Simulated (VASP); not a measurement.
# S in VASP: further runs, part 2 of 2

VASP 6.6.1.

## (4) Single point, PBEsol (strained and its atoms moved)

Input file INCAR:

```
SYSTEM = S
ALGO = Fast
EDIFF = 1E-7
ENCUT = 520
GGA = PS
ISIF = 2
ISMEAR = 0
LASPH = .True.
LCHARG = .False.
LREAL = .False.
LWAVE = .False.
NBANDS = 20
NELM = 100
PREC = Accurate
SIGMA = 0.1
```

Input file KPOINTS:

```
k-points
0
Gamma
  8 8 12
  0 0 0
```

Input file POSCAR:

```
S
1.0
    5.6032170410      0.0000000000      0.0000000000
    0.0000000000      5.4950501163     -0.0426421840
    0.0000000000     -0.0221516130      2.8868182643
S
4
Direct
    0.8898977065      0.8850023958      0.4897119925
    0.1101022935      0.1069506318      0.4927398704
    0.3898977065      0.6149976042      0.0102880075
    0.6101022935      0.3930493682      0.0072601296
```

Potentials or basis: VASP PAW PBE potentials, release 64 (S).

Command:

```
$ cat potpaw_PBE.64/S/POTCAR > POTCAR
$ mpirun -np 1 vasp_std > vasp.out
```

OUTCAR:

```text
SYSTEM = S
   EDIFF = 1E-7
   ENCUT = 520
   GGA = PS
   ISIF = 2
   ISMEAR = 0
   LASPH = .True.
   LREAL = .False.
   NELM = 100
   PREC = Accurate

 ion  position               nearest neighbor table
   1  0.890  0.885  0.490-   2 1.73
   2  0.110  0.107  0.493-   1 1.73
   3  0.390  0.615  0.010-   4 1.73
   4  0.610  0.393  0.007-   3 1.73

  LATTYP: Found a simple monoclinic cell.
 ALAT       =     2.8869032518
 B/A-ratio  =     1.9409091862
 C/A-ratio  =     1.9034983470
 COS(beta)  =    -0.0154325552

  Lattice vectors:

 A1 = (   0.0000000000,  -0.0221516130,   2.8868182643)
 A2 = (   5.6032170410,   0.0000000000,   0.0000000000)
 A3 = (   0.0000000000,   5.4950501163,  -0.0426421840)

Analysis of symmetry for initial positions (statically):
=====================================================================
 Subroutine PRICEL returns:
 Original cell was already a primitive cell.

 Routine SETGRP: Setting up the symmetry group for a
 simple monoclinic supercell.

 Subroutine GETGRP returns: Found  2 space group operations
 (whereof  1 operations were pure point group operations)
 out of a pool of  4 trial point group operations.

The static configuration has the point symmetry C_1 .
 The point group associated with its full space group is C_2 .

Analysis of symmetry for dynamics (positions and initial velocities):
=====================================================================
 Subroutine PRICEL returns:
 Original cell was already a primitive cell.

 Routine SETGRP: Setting up the symmetry group for a
 simple monoclinic supercell.

 Subroutine GETGRP returns: Found  2 space group operations
 (whereof  1 operations were pure point group operations)
 out of a pool of  4 trial point group operations.

The dynamic configuration has the point symmetry C_1 .
 The point group associated with its full space group is C_2 .

 Subroutine INISYM returns: Found  2 space group operations
 (whereof  1 operations are pure point group operations),
 and found     1 'primitive' translations

----------------------------------------------------------------------------------------

                                     Primitive cell

  volume of cell :      88.8797

  direct lattice vectors                    reciprocal lattice vectors
     5.603217041  0.000000000  0.000000000     0.178468903  0.000000000  0.000000000
     0.000000000  5.495050116 -0.042642184     0.000000000  0.181992799  0.001396497
     0.000000000 -0.022151613  2.886818264     0.000000000  0.002688278  0.346422760

  length of vectors
     5.603217041  5.495215568  2.886903252     0.178468903  0.181998157  0.346433190

  position of ions in fractional coordinates (direct lattice)
     0.889897707  0.885002396  0.489711992
     0.110102293  0.106950632  0.492739870
     0.389897707  0.614997604  0.010288008
     0.610102293  0.393049368  0.007260130

  ion indices of the primitive-cell ions
   primitive index   ion index
                 1           1
                 2           2
                 3           3
                 4           4

[... 20 lines left out ...]

 Subroutine IBZKPT returns following result:
 ===========================================

 Found    250 irreducible k-points:

 Following reciprocal coordinates:
            Coordinates               Weight
  0.000000  0.000000  0.000000      1.000000
  0.125000  0.000000  0.000000      2.000000
  0.250000  0.000000  0.000000      2.000000
  0.375000  0.000000  0.000000      2.000000
  0.500000  0.000000  0.000000      1.000000
  0.000000  0.125000  0.000000      2.000000
[... 16 lines left out ...]
  0.250000  0.500000  0.000000      2.000000
  0.375000  0.500000  0.000000      2.000000
 [... further k-points ...]
   k-points           NKPTS =    250   k-points in BZ     NKDIM =    250   number of bands    NBANDS=     20
   number of dos      NEDOS =    301   number of ions     NIONS =      4
   total plane-waves  NPLWV =  42336
   dimension x,y,z NGX =    42 NGY =   42 NGZ =   24
   dimension x,y,z NGXF=    84 NGYF=   84 NGZF=   48
   ions per type =               4
   NGX,Y,Z   is equivalent  to a cutoff of  12.46, 12.71, 13.82 a.u.
   NGXF,Y,Z  is equivalent  to a cutoff of  24.92, 25.41, 27.64 a.u.
 SYSTEM =  S
   PREC   = accura    normal or accurate (medium, high low for compatibility)
   ISTART =      0    job   : 0-new  1-cont  2-samecut
   ICHARG =      2    charge: 1-file 2-atom 10-const
   ISPIN  =      1    spin polarized calculation?
   LNONCOLLINEAR =      F non collinear calculations
   LSORBIT =      F    spin-orbit coupling
   LASPH  =      T    aspherical Exc in radial PAW
   ENCUT  =  520.0 eV  38.22 Ry    6.18 a.u.  10.42 10.22  5.37*2*pi/ulx,y,z
   NELM   =    100;   NELMIN=  2; NELMDL= -5     # of ELM steps
   EDIFF  = 0.1E-06   stopping-criterion for ELM
   LREAL  =      F    real-space projection
   EDIFFG = 0.1E-05   stopping-criterion for IOM
   NSW    =      0    number of steps for IOM
   IBRION =     -1    ionic relax: 0-MD 1-quasi-New 2-CG
   NFREE  =      0    steps in history (QN), initial steepest desc. (CG)
   ISIF   =      2    stress and relaxation
   ISYM   =      2    0-nonsym 1-usesym 2-fastsym
   POTIM  = 0.5000    time-step for ionic-motion
   TEBEG  =    0.0;   TEEND  =   0.0 temperature during run
   PSTRESS=    0.0 pullay stress
   NELECT =      24.0000    total number of electrons
   NUPDOWN=      -1.0000    fix difference up-down
   EMIN   =  10.00;   EMAX   =-10.00  energy-range for DOS
   EFERMI =   0.00;   METHOD = LEGACY
   ISMEAR =     0;   SIGMA  =   0.10  broadening in eV -4-tet -1-fermi 0-gaus
   EFERMI_NEDOS =   21; number of points for ismear=-14 and -15
   IALGO  =     68    algorithm
   IMIX   =      4    mixing-type and parameters
     AMIX     =   0.40;   BMIX     =  1.00
     AMIX_MAG =   1.60;   BMIX_MAG =  1.00
  volume/ion in A,a.u.               =      22.22       149.95
  Fermi-wavevector in a.u.,A,eV,Ry     =   1.058143  1.999600 15.233988  1.119667
  Thomas-Fermi vector in A             =   2.193442
   LORBIT       =      0    0 simple, 1 ext, 2 COOP (PROOUT), +10 PAW based schemes
   GGA     = PS    functional components
   LHFCALC =     F    Hartree Fock is set to
   AEXX    =    0.0000 exact exchange contribution
   IVDW    =     0    specifies the selected vdW correction
   LEPSILON=     F    determine dielectric tensor
   LRPA    =     F    only Hartree local field effects (RPA)
 non-spin polarized calculation
 RMM-DIIS sequential band-by-band and
 Gauss-broadening in eV      SIGMA  =   0.10
  energy-cutoff  :      520.00
  volume of cell :       88.88
 maximum number of plane-waves:      2419
 NGX is ok and might be reduce to    42
   NGX = 21   NGY = 21   NGZ = 11

 number of electron      24.0000003 magnetization

 Free energy of the ion-electron system (eV)
  ---------------------------------------------------
  ext. energy  EPLUGINS =         0.00000000
  ---------------------------------------------------
  free energy    TOTEN  =       -15.43234684 eV

  energy without entropy =      -15.41223197  energy(sigma->0) =      -15.42228941

 E-fermi :   3.9213     XC(G=0):  -9.2416

 val. band max:        3.9212225123   @ k =   0.2500  -0.1250   0.2500
 cond. band min:       3.9220301896   @ k =   0.2500  -0.3750   0.2500
 fundamental gap:      0.0008076773
 Fermi energy:         3.9213451672

 k-point     1 :       0.0000    0.0000    0.0000
  band No.  band energies     occupation
      1     -14.1163      2.00000
      2     -13.6069      2.00000
      3      -6.9930      2.00000
      4      -6.9139      2.00000
      5      -2.3071      2.00000
      6      -1.4589      2.00000
[... 541 lines left out ...]
     19      10.4015      0.00000
     20      10.4434      0.00000

 [... further k-points ...]

------------------------ aborting loop because EDIFF is reached ----------------------------------------

  FORCE on cell =-STRESS in cart. coord.  units (eV):
  Direction    XX          YY          ZZ          XY          YZ          ZX
  --------------------------------------------------------------------------------------
  -------------------------------------------------------------------------------------
  Total       11.1389254     10.9124101      0.2867397      0.0000000      0.1173291      0.0000000
  in kB      200.7942130    196.7109675      5.1688720      0.0000000      2.1150155      0.0000000
  external PRESSURE =     134.2246842 kB  Pullay stress =       0.0000000 kB

 VOLUME and BASIS-vectors are now :
 -----------------------------------------------------------------------------
  energy-cutoff  :      520.00
  volume of cell :       88.88
      direct lattice vectors                 reciprocal lattice vectors
     5.603217041  0.000000000  0.000000000     0.178468903  0.000000000  0.000000000
     0.000000000  5.495050116 -0.042642184     0.000000000  0.181992799  0.001396497
     0.000000000 -0.022151613  2.886818264     0.000000000  0.002688278  0.346422760

 POSITION                                       TOTAL-FORCE (eV/Angst)
 -----------------------------------------------------------------------------------
      4.98629      4.85228      1.37597        -4.788528     -4.714002     -0.041718
      0.61693      0.57678      1.41789         4.788528      4.743284      0.030430
      2.18468      3.37921      0.00347        -4.788528      4.714002      0.041718
      3.41854      2.15967      0.00420         4.788528     -4.743284     -0.030430
 -----------------------------------------------------------------------------------
    total drift:                               -0.000256      0.000000     -0.000000

  FREE ENERGIE OF THE ION-ELECTRON SYSTEM (eV)
  ---------------------------------------------------
  free  energy   TOTEN  =       -15.4323468424 eV

  energy  without entropy=      -15.4122319693  energy(sigma->0) =      -15.42228941
```

Run time: 8.4 min. Hardware: 1 thread of Oxide Virtual Turin-like, shared host; peak memory 0.38 GiB.

What came out:

- Free energy: -15.4323 eV
- Pressure: 13.4 GPa
- Largest force: 6.740 eV/Å
- Band gap on the k mesh: zero (bands 12 and 13 overlap by 2.20 eV)

Forces on the atoms (eV/Å):
```
S   -4.789 -4.714 -0.042
S    4.789  4.743  0.030
S   -4.789  4.714  0.042
S    4.789 -4.743 -0.030
```

Levels at points of the mesh, in eV from the Fermi level:
```
           k point  band 10  band 11  band 12  band 13  band 14  band 15
(0.00, 0.00, 0.00)    -1.93    -1.47     1.04     3.06     3.10     5.11
(0.50, 0.00, 0.00)    -1.71    -0.88    -0.88     3.09     3.09     3.61
(0.00, 0.50, 0.00)    -1.69    -0.86    -0.72     3.08     3.10     3.66
(0.50, 0.50, 0.00)    -1.70    -0.44    -0.44     3.04     3.04     5.13
(0.00, 0.00, 0.50)    -4.31    -2.11    -2.11    -0.02     0.15     4.08
(0.50, 0.00, 0.50)    -4.22    -2.49    -2.49     0.47     0.47     5.84
(0.00, 0.50, 0.50)    -4.23    -2.53    -2.52     0.46     0.60     5.79
(0.50, 0.50, 0.50)    -4.33    -1.87    -1.87     0.74     0.74     4.09
```

Caveat: the cell differs from its parent crystal (strained and its atoms moved); the stress differs along the axes, from 1 to 20 GPa; this functional lacks dispersion, which holds the molecules together, so the pressure and a relaxed volume are unreliable; the PAW data sets were made with another functional, which shifts forces and pressure a little.

## (5) Overview

```csv
cell,k mesh,further INCAR settings,gap on the mesh (eV),pressure (GPa),largest force (eV/Å)
"a = 5.713, b = 5.713, c = 3.233 Å, 4 atoms, atomic positions A",8 × 8 × 14,ALGO = Fast; EDIFF = 1e-07; NBANDS = 20,none,14.2,10.61
"a = 5.741, b = 5.741, c = 3.248 Å, 4 atoms, atomic positions B",8 × 8 × 14,ALGO = Fast; EDIFF = 1e-06; NBANDS = 20,none,-8.5,2.51
"a = 5.603, b = 5.495, c = 2.887 Å, angles 90.9, 90.0, 90.0°, 4 atoms, atomic positions C",8 × 8 × 12,ALGO = Fast; EDIFF = 1e-07; NBANDS = 20,none,13.4,6.74
```

Alike in all rows: task single point; level PBEsol; potentials or basis VASP PAW PBE potentials, release 64 (S); no spin polarisation; cutoff (eV) 520; smearing gaussian 0.1 eV.

Caveats: this functional lacks dispersion, which holds the molecules together, so the pressure and a relaxed volume are unreliable; the PAW data sets were made with another functional, which shifts forces and pressure a little; the stress differs along the axes, from -7 to 25 GPa (at least some runs); the cell stands under tension (at least some runs); the stress differs along the axes, from 1 to 20 GPa (at least some runs).

Absolute energies hang on the potentials; compare differences alone.
